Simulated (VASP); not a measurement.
Runs of VASP 6.6.1 on SiNi. The structure is that of space group P4/mmm (No. 123), or close to it. The cells are those of the table. The cell was built from a structure type or drawn by symmetry, and may not be a known phase.

```csv
task,spin,cell,k mesh,cutoff (eV),gap on the mesh (eV),pressure (GPa),relaxed volume (Å³/atom)
single point,off,"a = 2.628, b = 2.628, c = 3.279 Å, 2 atoms",6 × 6 × 6,520,none,0.2,-
relaxation of cell and atoms,off,"relaxed from a = 2.628, b = 2.628, c = 3.279 Å, 2 atoms",20 × 20 × 16,600,none,0.0,(a)
single point,"collinear, ferromagnetic start","a = 2.467, b = 2.467, c = 3.996 Å, 2 atoms",8 × 8 × 4,520,none,-5.6,-
single point,off,"a = 2.643, b = 2.643, c = 3.259 Å, 2 atoms",20 × 20 × 16,520,none,0.1,-
relaxation of cell and atoms,off,"relaxed from a = 2.616, b = 2.616, c = 3.325 Å, 2 atoms",6 × 6 × 6,600,none,0.1,11.33
```

Alike in all rows: level PBE; potentials or basis VASP PAW PBE potentials, release 64 (Si, Ni); smearing gaussian 0.1 eV.

Question: Estimate the missing entries.

Answer: (a) 11.38.

Caveats: some runs use coarse meshes.

A gap of «none» marks levels without a gap at the run's occupations.
